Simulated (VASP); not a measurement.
**CO2: single point with PBEsol**

Crystal: CO2.

```
CELL_PARAMETERS angstrom
3.55635 0.00000 0.00000
0.35105 3.53898 0.00000
0.00000 0.00000 6.58718
ATOMIC_POSITIONS crystal
C 0.98214 0.99558 0.00657
C 0.52181 0.48510 0.50968
O 0.80454 0.20646 0.90534
O 0.18146 0.80012 0.10517
O 0.68973 0.31067 0.37501
O 0.32130 0.69725 0.60227
```

```yaml
Program: VASP 6.6.1
Task: single point
Functional: PBEsol
Potentials_or_basis: VASP PAW PBE potentials, release 64 (C, O)
Cutoff: 520 eV
k_mesh: 2 × 2 × 1
Occupations: methfessel-paxton, width 0.1 eV
Spin: no spin polarisation
```

The pressure is 4.6 GPa and the largest force is 4.585 eV/Å. The band gap on the k mesh is 5.76 eV, indirect (least direct gap 6.28 eV).

Forces in eV/Å, atoms in the order of the input:
```
C    0.391  0.185 -0.015
C    1.203 -1.331 -4.219
O   -1.845  1.823 -1.855
O    1.493 -2.032  1.784
O   -0.756  0.850  2.766
O   -0.486  0.505  1.539
```

Stress tensor (GPa, compression positive):
```
 4.60 -4.61  4.99
-4.61  6.22 -5.82
 4.99 -5.82  3.03
```

Levels at points of the mesh, in eV from the valence-band top:
```csv
k point,band 12,band 13,band 14,band 15,band 16,band 17,band 18,band 19,band 20,band 21
"(0.00, 0.00, 0.00)",-3.50,-1.02,-0.91,-0.64,-0.52,5.76,6.94,7.54,8.13,8.74
"(0.50, 0.00, 0.00)",-3.64,-0.80,-0.72,-0.38,-0.23,6.48,7.84,7.92,8.87,10.12
"(0.00, 0.50, 0.00)",-3.67,-0.69,-0.65,-0.34,-0.20,6.52,7.89,7.90,8.92,10.00
"(0.50, 0.50, 0.00)",-3.61,-0.98,-0.65,-0.31,0.00,6.88,8.45,8.91,9.20,10.92
```

It took 20 s on 1 thread of Intel(R) Xeon(R) Platinum 8259CL CPU @ 2.50GHz (Skylake/Cascade Lake) (shared host), peak memory 0.17 GiB.

Caveat: the k points lie up to 0.95 Å⁻¹ apart; the PAW data sets were made with another functional, which shifts forces and pressure a little. PBEsol gaps usually lie below the measured ones, often by a third to a half.
